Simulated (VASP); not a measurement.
# TiC3 (P6/mmm) in VASP: notebook

The runs below take TiC3 through single point, with PBE.

Program: VASP 6.6.1. These are calculated values, not measurements. Logs are shortened: lines on timing, memory, paths and dates and some standing lists are left out, and cuts for length are marked.

## 1. The cell of the first run

Symmetry: P6/mmm, No. 191, hexagonal system. Conventional cell: a = 3.780 Å, b = 3.780 Å, c = 4.042 Å, α = 90.00°, β = 90.00°, γ = 120.00°. Within 2.7 Å of Ti (site symmetry 6/mmm) lie 8 C at 2.02 to 2.18 Å. Within 2.7 Å of C (site symmetry 6/mmm) lie 2 Ti at 2.02 Å. C (site symmetry -6m2) has 3 C at 2.18 Å and 3 Ti at 2.18 Å within 2.9 Å.

## 2. Single point, PBE

INCAR

```
PREC = Accurate
ENCUT = 520
EDIFF = 1E-7
ISMEAR = 0
SIGMA = 0.1
LREAL = F
LASPH = T
NELM = 100
ALGO = Normal
ISIF = 2
LWAVE = F
LCHARG = T
GGA = PE
LELF = T
LVHAR = T
NBANDS = 20
```

KPOINTS

```
regular mesh
0
Gamma
  6 6 4
```

POSCAR

```
TiC3
1.0
    3.7795787637      0.0000000000      0.0000000000
   -1.8897893819      3.2732112250      0.0000000000
    0.0000000000      0.0000000000      4.0421377668
Ti C
1 3
Direct
    0.0000000000      0.0000000000      0.0000000000
    0.0000000000      0.0000000000      0.5000000000
    0.3333333333      0.6666666667      0.0000000000
    0.6666666667      0.3333333333      0.0000000000
```

Potentials or basis: VASP PAW PBE potentials, release 64 (Ti_sv, C).

On the command line:

```sh
$ cat potpaw_PBE.64/Ti_sv/POTCAR potpaw_PBE.64/C/POTCAR > POTCAR
$ mpirun -np 1 vasp_std > vasp.out
```

OUTCAR:

```text
PREC = Accurate
   ENCUT = 520
   EDIFF = 1E-7
   ISMEAR = 0
   LREAL = F
   LASPH = T
   NELM = 100
   ISIF = 2
   GGA = PE

 ion  position               nearest neighbor table
   1  0.000  0.000  0.000-   2 2.02   2 2.02   4 2.18   3 2.18   4 2.18   3 2.18   4 2.18   3 2.18

   2  0.000  0.000  0.500-   1 2.02   1 2.02
   3  0.333  0.667  0.000-   1 2.18   1 2.18   1 2.18
   4  0.667  0.333  0.000-   1 2.18   1 2.18   1 2.18

  LATTYP: Found a hexagonal cell.
 ALAT       =     3.7795787637
 C/A-ratio  =     1.0694677951

  Lattice vectors:

 A1 = (   3.7795787637,   0.0000000000,   0.0000000000)
 A2 = (  -1.8897893819,   3.2732112250,   0.0000000000)
 A3 = (   0.0000000000,   0.0000000000,   4.0421377668)

Analysis of symmetry for initial positions (statically):
=====================================================================
 Subroutine PRICEL returns:
 Original cell was already a primitive cell.

 Routine SETGRP: Setting up the symmetry group for a
 hexagonal supercell.

 Subroutine GETGRP returns: Found 24 space group operations
 (whereof 24 operations were pure point group operations)
 out of a pool of 24 trial point group operations.

The static configuration has the point symmetry D_6h.

Analysis of symmetry for dynamics (positions and initial velocities):
=====================================================================
 Subroutine PRICEL returns:
 Original cell was already a primitive cell.

 Routine SETGRP: Setting up the symmetry group for a
 hexagonal supercell.

 Subroutine GETGRP returns: Found 24 space group operations
 (whereof 24 operations were pure point group operations)
 out of a pool of 24 trial point group operations.

The dynamic configuration has the point symmetry D_6h.

 Subroutine INISYM returns: Found 24 space group operations
 (whereof 24 operations are pure point group operations),
 and found     1 'primitive' translations

----------------------------------------------------------------------------------------

                                     Primitive cell

  volume of cell :      50.0067

  direct lattice vectors                    reciprocal lattice vectors
     3.779578764  0.000000000  0.000000000     0.264579749  0.152755189  0.000000000
    -1.889789382  3.273211225  0.000000000     0.000000000  0.305510378  0.000000000
     0.000000000  0.000000000  4.042137767     0.000000000  0.000000000  0.247393844

  length of vectors
     3.779578764  3.779578764  4.042137767     0.305510378  0.305510378  0.247393844

  position of ions in fractional coordinates (direct lattice)
     0.000000000  0.000000000  0.000000000
     0.000000000  0.000000000  0.500000000
     0.333333333  0.666666667  0.000000000
     0.666666667  0.333333333  0.000000000

  ion indices of the primitive-cell ions
   primitive index   ion index
                 1           1
                 2           2
                 3           3
                 4           4

----------------------------------------------------------------------------------------

 KPOINTS: regular mesh

Automatic generation of k-mesh.
 Grid dimensions read from file:
 generate k-points for:    6    6    4

 Generating k-lattice:

  Cartesian coordinates                     Fractional coordinates (reciprocal lattice)
     0.044096625  0.025459198  0.000000000     0.166666667 -0.000000000  0.000000000
     0.000000000  0.050918396  0.000000000     0.000000000  0.166666667  0.000000000
     0.000000000  0.000000000  0.061848461     0.000000000  0.000000000  0.250000000

  Length of vectors
     0.050918396  0.050918396  0.061848461

  Shift w.r.t. Gamma in fractional coordinates (k-lattice)
     0.000000000  0.000000000  0.000000000

 Subroutine IBZKPT returns following result:
 ===========================================

 Found     21 irreducible k-points:

 Following reciprocal coordinates:
            Coordinates               Weight
  0.000000  0.000000  0.000000      1.000000
  0.166667 -0.000000  0.000000      6.000000
  0.333333  0.000000  0.000000      6.000000
  0.500000 -0.000000  0.000000      3.000000
  0.166667  0.166667  0.000000      6.000000
  0.333333  0.166667  0.000000     12.000000
[... 13 lines left out ...]
  0.333333  0.166667  0.500000     12.000000
  0.333333  0.333333  0.500000      2.000000
   k-points           NKPTS =     21   k-points in BZ     NKDIM =     21   number of bands    NBANDS=     20
   number of dos      NEDOS =    301   number of ions     NIONS =      4
   total plane-waves  NPLWV =  23520
   dimension x,y,z NGX =    28 NGY =   28 NGZ =   30
   dimension x,y,z NGXF=    56 NGYF=   56 NGZF=   60
   ions per type =               1   3
   NGX,Y,Z   is equivalent  to a cutoff of  12.32, 12.32, 12.34 a.u.
   NGXF,Y,Z  is equivalent  to a cutoff of  24.63, 24.63, 24.68 a.u.
 SYSTEM =  unknown system
   PREC   = accura    normal or accurate (medium, high low for compatibility)
   ISTART =      0    job   : 0-new  1-cont  2-samecut
   ICHARG =      2    charge: 1-file 2-atom 10-const
   ISPIN  =      1    spin polarized calculation?
   LNONCOLLINEAR =      F non collinear calculations
   LSORBIT =      F    spin-orbit coupling
   LASPH  =      T    aspherical Exc in radial PAW
   ENCUT  =  520.0 eV  38.22 Ry    6.18 a.u.   7.03  7.03  7.52*2*pi/ulx,y,z
   NELM   =    100;   NELMIN=  2; NELMDL= -5     # of ELM steps
   EDIFF  = 0.1E-06   stopping-criterion for ELM
   LREAL  =      F    real-space projection
   EDIFFG = 0.1E-05   stopping-criterion for IOM
   NSW    =      0    number of steps for IOM
   IBRION =     -1    ionic relax: 0-MD 1-quasi-New 2-CG
   NFREE  =      0    steps in history (QN), initial steepest desc. (CG)
   ISIF   =      2    stress and relaxation
   ISYM   =      2    0-nonsym 1-usesym 2-fastsym
   POTIM  = 0.5000    time-step for ionic-motion
   TEBEG  =    0.0;   TEEND  =   0.0 temperature during run
   PSTRESS=    0.0 pullay stress
   NELECT =      24.0000    total number of electrons
   NUPDOWN=      -1.0000    fix difference up-down
   EMIN   =  10.00;   EMAX   =-10.00  energy-range for DOS
   EFERMI =   0.00;   METHOD = LEGACY
   ISMEAR =     0;   SIGMA  =   0.10  broadening in eV -4-tet -1-fermi 0-gaus
   EFERMI_NEDOS =   21; number of points for ismear=-14 and -15
   IALGO  =     38    algorithm
   IMIX   =      4    mixing-type and parameters
     AMIX     =   0.40;   BMIX     =  1.00
     AMIX_MAG =   1.60;   BMIX_MAG =  1.00
  volume/ion in A,a.u.               =      12.50        84.37
  Fermi-wavevector in a.u.,A,eV,Ry     =   1.281747  2.422151 22.352685  1.642876
  Thomas-Fermi vector in A             =   2.414099
   LORBIT       =      0    0 simple, 1 ext, 2 COOP (PROOUT), +10 PAW based schemes
   GGA     = PE    functional components
   LHFCALC =     F    Hartree Fock is set to
   AEXX    =    0.0000 exact exchange contribution
   IVDW    =     0    specifies the selected vdW correction
   LEPSILON=     F    determine dielectric tensor
   LRPA    =     F    only Hartree local field effects (RPA)
 non-spin polarized calculation
 Gauss-broadening in eV      SIGMA  =   0.10
  energy-cutoff  :      520.00
  volume of cell :       50.01
 maximum number of plane-waves:      1377
   NGX = 15   NGY = 15   NGZ = 15

 number of electron      23.9999996 magnetization

 Free energy of the ion-electron system (eV)
  ---------------------------------------------------
  ext. energy  EPLUGINS =         0.00000000
  ---------------------------------------------------
  free energy    TOTEN  =       -25.33038778 eV

  energy without entropy =      -25.30905874  energy(sigma->0) =      -25.31972326

 E-fermi :   3.9714     XC(G=0): -10.4618

 val. band max:        3.9507680997   @ k =   0.1667   0.1667   0.5000
 cond. band min:       4.0130231531   @ k =   0.3333   0.1667   0.2500
 fundamental gap:      0.0622550534
 Fermi energy:         3.9713723255

 k-point     1 :       0.0000    0.0000    0.0000
  band No.  band energies     occupation
      1     -51.8980      2.00000
      2     -28.2606      2.00000
      3     -28.2606      2.00000
      4     -28.1366      2.00000
      5      -9.0038      2.00000
      6      -4.9071      2.00000
[... 12 lines left out ...]
     19       9.2337      0.00000
     20      10.4707      0.00000

 k-point     2 :       0.1667   -0.0000    0.0000
  band No.  band energies     occupation
      1     -51.8970      2.00000
      2     -28.2805      2.00000
      3     -28.2658      2.00000
      4     -28.1350      2.00000
      5      -8.6561      2.00000
      6      -4.8705      2.00000
[... 12 lines left out ...]
     19       9.5333      0.00000
     20      10.8152      0.00000

 k-point     3 :       0.3333    0.0000    0.0000
  band No.  band energies     occupation
      1     -51.8949      2.00000
      2     -28.3202      2.00000
      3     -28.2763      2.00000
      4     -28.1317      2.00000
      5      -7.6970      2.00000
      6      -5.0091      2.00000
[... 12 lines left out ...]
     19       9.6049      0.00000
     20      10.3883      0.00000

 k-point     4 :       0.5000   -0.0000    0.0000
  band No.  band energies     occupation
      1     -51.8939      2.00000
      2     -28.3398      2.00000
      3     -28.2815      2.00000
      4     -28.1301      2.00000
      5      -6.5147      2.00000
      6      -6.1505      2.00000
[... 360 lines left out ...]
 k-point    20 :       0.3333    0.1667    0.5000
  band No.  band energies     occupation
      1     -51.8937      2.00000
      2     -28.3278      2.00000
      3     -28.2894      2.00000
      4     -28.1453      2.00000
      5      -6.5786      2.00000
      6      -5.2004      2.00000
[... 12 lines left out ...]
     19       9.5754      0.00000
     20      11.2023      0.00000

 k-point    21 :       0.3333    0.3333    0.5000
  band No.  band energies     occupation
      1     -51.8932      2.00000
      2     -28.3148      2.00000
      3     -28.3148      2.00000
      4     -28.1444      2.00000
      5      -5.7830      2.00000
      6      -5.7830      2.00000
[... 12 lines left out ...]
     19       9.4929      0.00000
     20       9.4929      0.00000

------------------------ aborting loop because EDIFF is reached ----------------------------------------

  FORCE on cell =-STRESS in cart. coord.  units (eV):
  Direction    XX          YY          ZZ          XY          YZ          ZX
  --------------------------------------------------------------------------------------
  -------------------------------------------------------------------------------------
  Total       -0.0073843     -0.0073843     -0.0155841      0.0000000     -0.0000000      0.0000000
  in kB       -0.2365863     -0.2365863     -0.4993032      0.0000000     -0.0000000      0.0000000
  external PRESSURE =      -0.3241586 kB  Pullay stress =       0.0000000 kB

 VOLUME and BASIS-vectors are now :
 -----------------------------------------------------------------------------
  energy-cutoff  :      520.00
  volume of cell :       50.01
      direct lattice vectors                 reciprocal lattice vectors
     3.779578764  0.000000000  0.000000000     0.264579749  0.152755189  0.000000000
    -1.889789382  3.273211225  0.000000000     0.000000000  0.305510378  0.000000000
     0.000000000  0.000000000  4.042137767     0.000000000  0.000000000  0.247393844

 POSITION                                       TOTAL-FORCE (eV/Angst)
 -----------------------------------------------------------------------------------
      0.00000      0.00000      0.00000        -0.000000      0.000000      0.000000
      0.00000      0.00000      2.02107        -0.000000      0.000000      0.000000
     -0.00000      2.18214      0.00000        -0.000000     -0.000000      0.000000
      1.88979      1.09107      0.00000         0.000000      0.000000      0.000000
 -----------------------------------------------------------------------------------
    total drift:                               -0.000000      0.000000     -0.000000

  FREE ENERGIE OF THE ION-ELECTRON SYSTEM (eV)
  ---------------------------------------------------
  free  energy   TOTEN  =       -25.3303877810 eV

  energy  without entropy=      -25.3090587407  energy(sigma->0) =      -25.31972326
```

Wall time 41 s (1 thread of AMD EPYC 7R13, shared host); peak memory 0.14 GiB.

What came out:

| Property | Result |
| --- | --- |
| Free energy | -25.3304 eV |
| Pressure | 0.0 GPa |
| Band gap on the k mesh | zero (band 12 reaches 4.58 eV, above the bottom of band 13 at 3.32 eV) |

Caveat: the k points lie up to 0.39 Å⁻¹ apart.

## 3. Single point, PBE

This run uses another cell than the first one, of 27.62 Å³/atom, 2.209 times its volume.

INCAR

```
ALGO = Normal ; EDIFF = 1E-6
ENCUT = 520 ; GGA = PE
ISIF = 2 ; ISMEAR = 0
LASPH = T ; LCHARG = T
LELF = T ; LREAL = F
LVHAR = T ; LWAVE = F
NBANDS = 20 ; NELM = 80
PREC = Accurate ; SIGMA = 0.1
```

KPOINTS

```
k-points
0
Gamma
  6 6 4
```

POSCAR

```
TiC3
1.0
    4.8844242800      0.0000000000      0.0000000000
   -2.4422121400      4.2300355100      0.0000000000
    0.0000000000      0.0000000000      5.3473835500
Ti C
1 3
Direct
    0.0000000000      0.0000000000      0.0000000000
    0.0000000000      0.0000000000      0.5000000000
    0.3333333300      0.6666666700      0.0000000000
    0.6666666700      0.3333333300      0.0000000000
```

Potentials or basis: VASP PAW PBE potentials, release 64 (Ti_sv, C).

On the command line:

```sh
$ cat potpaw_PBE.64/Ti_sv/POTCAR potpaw_PBE.64/C/POTCAR > POTCAR
$ mpirun -np 1 vasp_std > vasp.out
```

OUTCAR:

```text
EDIFF = 1E-6
   ENCUT = 520
   GGA = PE
   ISIF = 2
   ISMEAR = 0
   LASPH = T
   LREAL = F
   NELM = 80
   PREC = Accurate

 ion  position               nearest neighbor table
   1  0.000  0.000  0.000-
   2  0.000  0.000  0.500-
   3  0.333  0.667  0.000-
   4  0.667  0.333  0.000-

  LATTYP: Found a hexagonal cell.
[... 674 lines left out ...]

  FORCE on cell =-STRESS in cart. coord.  units (eV):
  Direction    XX          YY          ZZ          XY          YZ          ZX
  --------------------------------------------------------------------------------------
  -------------------------------------------------------------------------------------
  Total      -13.6904856    -13.6904857    -12.6649076      0.0000000      0.0000000      0.0000000
  in kB     -198.5320863   -198.5320864   -183.6597036      0.0000000      0.0000000      0.0000000
  external PRESSURE =    -193.5746254 kB  Pullay stress =       0.0000000 kB

 VOLUME and BASIS-vectors are now :
 -----------------------------------------------------------------------------
  energy-cutoff  :      520.00
  volume of cell :      110.48
      direct lattice vectors                 reciprocal lattice vectors
     4.884424280  0.000000000  0.000000000     0.204732419  0.118202317  0.000000000
    -2.442212140  4.230035510  0.000000000     0.000000000  0.236404635  0.000000000
     0.000000000  0.000000000  5.347383550     0.000000000  0.000000000  0.187007345

 POSITION                                       TOTAL-FORCE (eV/Angst)
 -----------------------------------------------------------------------------------
      0.00000      0.00000      0.00000         0.000000      0.000000      0.000000
      0.00000      0.00000      2.67369         0.000000      0.000000      0.000000
     -0.00000      2.82002      0.00000         0.000000     -0.000000      0.000000
      2.44221      1.41001      0.00000        -0.000000      0.000000     -0.000000
 -----------------------------------------------------------------------------------
    total drift:                               -0.000000      0.000000     -0.000000

  FREE ENERGIE OF THE ION-ELECTRON SYSTEM (eV)
  ---------------------------------------------------
  free  energy   TOTEN  =       -18.0582313062 eV

  energy  without entropy=      -18.0176271784  energy(sigma->0) =      -18.03792924
```

stdout:

```text
POSCAR found type information on POSCAR TiC
 POSCAR found :  2 types and       4 ions
 scaLAPACK will be used
 LDA part: xc-table for (Slater+PW92), standard interpolation
 POSCAR, INCAR and KPOINTS ok, starting setup
 FFT: planning ... GRIDC
 FFT: planning ... GRID_SOFT
 FFT: planning ... GRID
 WAVECAR not read
 entering main loop
```

Wall time 2.1 min (1 thread of AMD EPYC 7R13, shared host); peak memory 0.2 GiB.

What came out:

* Free energy: -18.0582 eV
* Pressure: -19.4 GPa
* Band gap on the k mesh: zero (band 12 reaches -0.65 eV, above the bottom of band 13 at -1.05 eV)
